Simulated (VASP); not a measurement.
Wanted: the native input for a VASP 6.6.1 run.

```
Task                   : single point
Functional             : PBE
Potentials or basis    : VASP PAW PBE potentials, release 64 (B, P)
Cutoff                 : 500 eV
k mesh                 : 6 × 6 × 4
Occupations            : fermi-dirac, width 0.02 eV
Spin                   : no spin polarisation
Dipole correction      : no
Further INCAR settings : ALGO = Normal; EDIFF = 1e-06; NBANDS = 16; ISYM = 0
```

The structure of BP lies in POSCAR:

```
BP
1.0
    3.0799086887      0.0000000000      0.0000000000
   -1.5399543444      2.6672791658      0.0000000000
    0.0000000000      0.0000000000      5.0145727567
B P
2 2
Direct
    0.0000000000      0.0000000000      0.0000000000
    0.0000000000      0.0000000000      0.5000000000
    0.3333333333      0.6666666667      0.2500000000
    0.6666666667      0.3333333333      0.7500000000
```

These files were run (other wordings do the same):

INCAR

```
SYSTEM = BP
PREC = Accurate
ENCUT = 500
EDIFF = 1E-6
ISMEAR = -1
SIGMA = 0.02
LREAL = .False.
LASPH = .True.
NELM = 120
ALGO = Normal
ISIF = 2
LWAVE = .False.
LCHARG = .False.
GGA = PE
ISYM = 0
NBANDS = 16
GGA_COMPAT = .False.
```

KPOINTS

```
regular mesh
0
Gamma
  6 6 4
  0 0 0
```

Potentials or basis: VASP PAW PBE potentials, release 64 (B, P).

Launch:

```console
$ cat potpaw_PBE.64/B/POTCAR potpaw_PBE.64/P/POTCAR > POTCAR
$ mpirun -np 1 vasp_std > vasp.out
```

It gave:

```
Pressure               : 0.3 GPa
Band gap on the k mesh : zero (band 8 reaches 11.01 eV, above the bottom of band 9 at 5.30 eV)
```

Caveat: the k points lie up to 0.39 Å⁻¹ apart.

Run time: 14 s on 1 thread of Intel(R) Xeon(R) 6975P-C (Granite Rapids), on a shared host, peak memory 0.17 GiB.
